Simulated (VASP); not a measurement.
Set up this calculation in VASP 6.6.1, as the native input.

```yaml
Task: single point
Functional: PBE
Potentials_or_basis: VASP PAW PBE potentials, release 64 (K_sv)
Cutoff: 520 eV
k_mesh: 10 × 10 × 6
Occupations: fermi-dirac, width 0.08 eV
Spin: no spin polarisation
Dipole_correction: no
Further_INCAR_settings: ALGO = Normal; EDIFF = 1e-07; NBANDS = 16
```

The structure of K lies in POSCAR:

```
K
1.0
    4.3069611200      0.0000000000      0.0000000000
   -2.1534805600      3.7299377430      0.0000000000
    0.0000000000      0.0000000000      6.9772770144
K
2
Direct
    0.3333333333      0.6666666667      0.2500000000
    0.6666666667      0.3333333333      0.7500000000
```

This isn't the form of K at room conditions, which is bcc.

These files were run (other wordings do the same):

INCAR

```
PREC = Accurate
ENCUT = 520
EDIFF = 1E-7
ISMEAR = -1
SIGMA = 0.08
LREAL = False
LASPH = True
NELM = 60
ALGO = Normal
ISIF = 2
LWAVE = False
LCHARG = True
GGA = PE
LELF = True
LVHAR = True
NBANDS = 16
```

KPOINTS

```
regular mesh
0
Gamma
  10 10 6
```

Potentials or basis: VASP PAW PBE potentials, release 64 (K_sv).

Launch:

```console
$ cat potpaw_PBE.64/K_sv/POTCAR > POTCAR
$ mpirun -np 1 vasp_std > vasp.out
```

Results of the run:

```yaml
Pressure: 1.7 GPa
Band_gap_on_the_k_mesh: zero (bands 9 and 10 overlap by 2.63 eV)
```

Run time: 74 s on 1 thread of Intel Xeon 8259CL, on a shared host, peak memory 0.26 GiB.
